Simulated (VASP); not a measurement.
A run of VASP 6.6.1 is set up as follows.

The input INCAR:

```
SYSTEM = AlGa3N4
ALGO = Normal ; EDIFF = 1E-6
ENCUT = 520 ; ISIF = 2
ISMEAR = 0 ; LASPH = .True.
LCHARG = .False. ; LREAL = .False.
LWAVE = .False. ; NBANDS = 41
NELM = 80 ; PREC = Accurate
SIGMA = 0.05
```

Contents of KPOINTS:

```
k-points
0
Gamma
  6 6 6
  0 0 0
```

Contents of POSCAR:

```
AlGa3N4
1.0
    4.4860217270      0.0684720205      0.0684720205
    0.0684720205      4.4860217270      0.0684720205
    0.0684720205      0.0684720205      4.4860217270
Al Ga N
1 3 4
Direct
    0.0000000000      0.0000000000      0.0000000000
    0.5000000000      0.5000000000      0.0000000000
    0.5000000000      0.0000000000      0.5000000000
    0.0000000000      0.5000000000      0.5000000000
    0.7548078379      0.7548078379      0.2451921621
    0.7548078379      0.2451921621      0.7548078379
    0.2451921621      0.7548078379      0.7548078379
    0.2451921621      0.2451921621      0.2451921621
```

Potentials or basis: VASP PAW LDA potentials, release 64 (Al, Ga_d, N).

Run with:

```sh
$ cat potpaw_LDA.64/Al/POTCAR potpaw_LDA.64/Ga_d/POTCAR potpaw_LDA.64/N/POTCAR > POTCAR
$ mpirun -np 1 vasp_std > vasp.out
```

(1) What does it give for the largest force?

(2) What does it give for the pressure?

Results:

(1) 0.375 eV/Å.

(2) -6.0 GPa.
